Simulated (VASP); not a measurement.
A run of VASP 6.6.1 is set up as follows.

File INCAR:

```
SYSTEM = Mo
PREC     = Accurate       ! precision mode
ENCUT    = 520            ! plane-wave cutoff, eV
EDIFF    = 1E-6           ! SCF threshold, eV
ISMEAR   = 0              ! smearing method
SIGMA    = 0.1            ! smearing width, eV
LREAL    = Auto         
LASPH    = .TRUE.         ! aspherical terms in the spheres
NELM     = 60             ! most SCF steps
ALGO     = Normal         ! electronic algorithm
ISIF     = 2              ! what is computed and relaxed
LWAVE    = .FALSE.        ! write WAVECAR
LCHARG   = .FALSE.        ! write CHGCAR
GGA      = PE             ! functional
NBANDS   = 238            ! bands
KPAR     = 4
```

The input KPOINTS:

```
regular mesh
0
G
  4 4 4
  0 0 0
```

Contents of POSCAR:

```
Mo
1.0
    0.0000000000     -6.3212043501      6.3212043501
    6.3212043501     -6.3212043501      0.0000000000
    6.3212043501      0.0000000000      6.3212043501
Mo
31
Direct
    0.5000000000      0.5000000000      0.0000000000
    0.1244707749      0.6244707749      0.1244707749
    0.6265876753      0.6244707749      0.1244707749
    0.2500000000      0.7500000000      0.2500000000
    0.7524889774      0.7475110226      0.2475110226
    0.3754343909      0.8754343909      0.3754343909
    0.8736968274      0.8754343909      0.3754343909
    0.0000000000      0.0000000000      0.0000000000
    0.5000000000      0.0000000000      0.0000000000
    0.1244707749      0.1265876753      0.1244707749
    0.6245656091      0.1245656091      0.1263031726
    0.2475110226      0.2524889774      0.2475110226
    0.7524889774      0.2524889774      0.2475110226
    0.3754343909      0.3736968274      0.3754343909
    0.0000000000      0.5000000000      0.5000000000
    0.8755292251      0.3755292251      0.3734123247
    0.5000000000      0.5000000000      0.5000000000
    0.1244707749      0.6244707749      0.6265876753
    0.6245656091      0.6263031726      0.6245656091
    0.2475110226      0.7475110226      0.7524889774
    0.7524889774      0.7475110226      0.7524889774
    0.3754343909      0.8754343909      0.8736968274
    0.8755292251      0.8734123247      0.8755292251
    0.0000000000      0.0000000000      0.5000000000
    0.5000000000      0.0000000000      0.5000000000
    0.1263031726      0.1245656091      0.6245656091
    0.6245656091      0.1245656091      0.6245656091
    0.2475110226      0.2524889774      0.7524889774
    0.7500000000      0.2500000000      0.7500000000
    0.3734123247      0.3755292251      0.8755292251
    0.8755292251      0.3755292251      0.8755292251
```

Potentials or basis: VASP PAW PBE potentials, release 64 (Mo_sv).

Run with:

```sh
$ cat potpaw_PBE.64/Mo_sv/POTCAR > POTCAR
$ mpirun -np 4 vasp_std > vasp.out
```

Task: Estimate the pressure.

Result: -2.3 GPa.

Task: What does it give for the largest force?

Result: 0.027 eV/Å.

Task: What does it give for the band gap on the k mesh?

Result: Zero (bands 217 and 218 overlap by 0.45 eV).

Forces in eV/Å, atoms in the order of the input:
```
Mo   0.000  0.000  0.000
Mo  -0.016  0.016 -0.016
Mo  -0.016 -0.016  0.016
Mo   0.000  0.000  0.000
Mo   0.001  0.000  0.000
Mo  -0.005  0.005 -0.005
Mo  -0.005 -0.005  0.005
Mo   0.000  0.000  0.000
Mo   0.000  0.000  0.000
Mo   0.016 -0.016 -0.016
Mo  -0.005 -0.005 -0.005
Mo   0.000  0.000  0.001
Mo   0.000  0.001  0.000
Mo   0.005 -0.005 -0.005
Mo   0.000  0.000  0.000
Mo  -0.016 -0.016 -0.016
Mo   0.000  0.000  0.000
Mo   0.016  0.016  0.016
Mo  -0.005  0.005  0.005
Mo   0.000 -0.001  0.000
Mo   0.000  0.000 -0.001
Mo   0.005  0.005  0.005
Mo  -0.016  0.016  0.016
Mo   0.000  0.000  0.000
Mo   0.000  0.000  0.000
Mo   0.005  0.005 -0.005
Mo   0.005 -0.005  0.005
Mo  -0.001  0.000  0.000
Mo   0.000  0.000  0.000
Mo   0.016  0.016 -0.016
Mo   0.016 -0.016  0.016
```

Caveat: the cell differs from its parent crystal (atoms taken out, then relaxed in part).
